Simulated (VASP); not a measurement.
Input of a VASP 6.6.1 run:

Contents of INCAR:

```
  ALGO = Normal
  EDIFF = 1E-6
  ENCUT = 520
  GGA = PE
  GGA_COMPAT = F
  ISIF = 2
  ISMEAR = -1
  ISYM = -1
  LASPH = T
  LCHARG = F
  LREAL = Auto
  LWAVE = F
  NBANDS = 78
  NELM = 120
  PREC = Accurate
  SIGMA = 0.1551
```

File KPOINTS:

```
explicit points
4
Reciprocal
  0.25000000   0.25000000   0.25000000 2
  0.25000000   0.25000000   0.75000000 2
  0.25000000   0.75000000   0.25000000 2
  0.25000000   0.75000000   0.75000000 2
```

POSCAR

```
TiC
1.0
   -4.4128842954      4.4128842954      0.0000000000
   -4.4128842954      0.0000000000      4.4128842954
    0.0000000000      4.4128842954      4.4128842954
Ti C
8 8
Direct
    0.0069173579     -0.0229055405     -0.0166382110
    0.5057624108     -0.0450546596      0.0253435152
   -0.0151800944      0.4450005639      0.0159032042
   -0.0311681637     -0.0380679594      0.5065504442
    0.4762909832      0.4930238036     -0.0030596769
    0.4842198111     -0.0312473636      0.4756648621
    0.0108559384      0.4636153733      0.4717739829
    0.5186906900      0.4736206209      0.4719591226
    0.7689737081      0.7101505025      0.7218945222
    0.2354716168      0.7239147429      0.7709506464
    0.7447659580      0.1755226170      0.7839827125
    0.7564208070      0.7232223386      0.2602784082
    0.2547646674      0.2192960285      0.7634537356
    0.2842865156      0.7126347054      0.2219121179
    0.7362391086      0.1985198209      0.2835558143
    0.2520316477      0.2041906018      0.2574954211
```

Potentials or basis: VASP PAW PBE potentials, release 64 (Ti_sv, C).

The run is started by

```sh
$ cat potpaw_PBE.64/Ti_sv/POTCAR potpaw_PBE.64/C/POTCAR > POTCAR
$ mpirun -np 1 vasp_std > vasp.out
```

Question: What does it give for the largest force?

Answer: 3.915 eV/Å.

Question: What does it give for the band gap on the k mesh?

Answer: 0.41 eV.

Question: Predict the pressure.

Answer: -4.6 GPa.

Stress tensor (GPa, compression positive):
```
-7.25  1.89  1.00
 1.89 -4.13 -1.47
 1.00 -1.47 -2.30
```

Caveat: the cell stands under tension; the atoms stand as in a frame of molecular dynamics; a shifted mesh leaves out Γ, where band edges can lie; forces of over 1 eV/Å act on the atoms, so gaps and moduli don't describe the material at rest. A k mesh can miss the band edges.
